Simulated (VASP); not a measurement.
A run of VASP 6.6.1 is set up as follows.

The input INCAR:

```
PREC = Accurate
ENCUT = 520
EDIFF = 1E-6
ISMEAR = -1
SIGMA = 0.02
LREAL = F
LASPH = T
NELM = 60
ALGO = Normal
ISIF = 2
LWAVE = F
LCHARG = F
GGA = PE
NBANDS = 26
```

KPOINTS

```
Automatic mesh
0
Gamma
  6 5 6
```

Contents of POSCAR:

```
InP
1.0
   -2.9797366548      2.9797366548      0.0000000000
    0.0000000000      0.0000000000      5.9594733095
    2.9797366548      2.9797366548      0.0000000000
In P
2 2
Direct
    0.0000000000      0.0000000000      0.0000000000
    0.5000000000      0.5000000000      0.5000000000
    0.0000000000      0.2500000000      0.5000000000
    0.5000000000      0.7500000000      0.0000000000
```

Potentials or basis: VASP PAW PBE potentials, release 64 (In_d, P).

Command:

```console
$ cat potpaw_PBE.64/In_d/POTCAR potpaw_PBE.64/P/POTCAR > POTCAR
$ mpirun -np 1 vasp_std > vasp.out
```

What does it give for the pressure?

-0.1 GPa.

Estimate the band gap on the k mesh.

0.44 eV.

Caveat: semilocal functionals underestimate gaps, and a narrow one can read as zero; spin-orbit coupling is left out, which moves the levels of the heavy elements.
